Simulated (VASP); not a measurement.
Wanted: the native input for a VASP 6.6.1 run.

```yaml
Task: single point
Functional: PBE
Potentials_or_basis: VASP PAW PBE potentials, release 64 (Mg)
Cutoff: 520 eV
k_mesh: 15 × 15 × 8
Occupations: gaussian, width 0.1 eV
Spin: no spin polarisation
Dipole_correction: no
Further_INCAR_settings: ALGO = Fast; EDIFF = 1e-06; NBANDS = 9
```

The structure of Mg lies in POSCAR:

```
Mg
1.0
    3.2094116452      0.0000000000      0.0000000000
   -1.6047058226      2.7794320160      0.0000000000
    0.0000000000      0.0000000000      5.1433984194
Mg
2
Direct
    0.3333333333      0.6666666667      0.2500000000
    0.6666666667      0.3333333333      0.7500000000
```

These files were run (other wordings do the same):

INCAR

```
  PREC = Accurate
  ENCUT = 520
  EDIFF = 1E-6
  ISMEAR = 0
  SIGMA = 0.1
  LREAL = F
  LASPH = T
  NELM = 80
  ALGO = Fast
  ISIF = 2
  LWAVE = F
  LCHARG = T
  GGA = PE
  LELF = T
  LVHAR = T
  NBANDS = 9
```

KPOINTS

```
Automatic mesh
0
Gamma
  15 15 8
```

Potentials or basis: VASP PAW PBE potentials, release 64 (Mg).

Run with:

```bash
$ cat potpaw_PBE.64/Mg/POTCAR > POTCAR
$ mpirun -np 1 vasp_std > vasp.out
```

It gave:

| Property | Result |
| --- | --- |
| Pressure | -0.1 GPa |
| Band gap on the k mesh | zero (bands 2 and 3 overlap by 2.02 eV) |

It took 13 s on 1 thread of Intel(R) Xeon(R) 6975P-C (Granite Rapids), with other jobs on the host, peak memory 0.19 GiB.
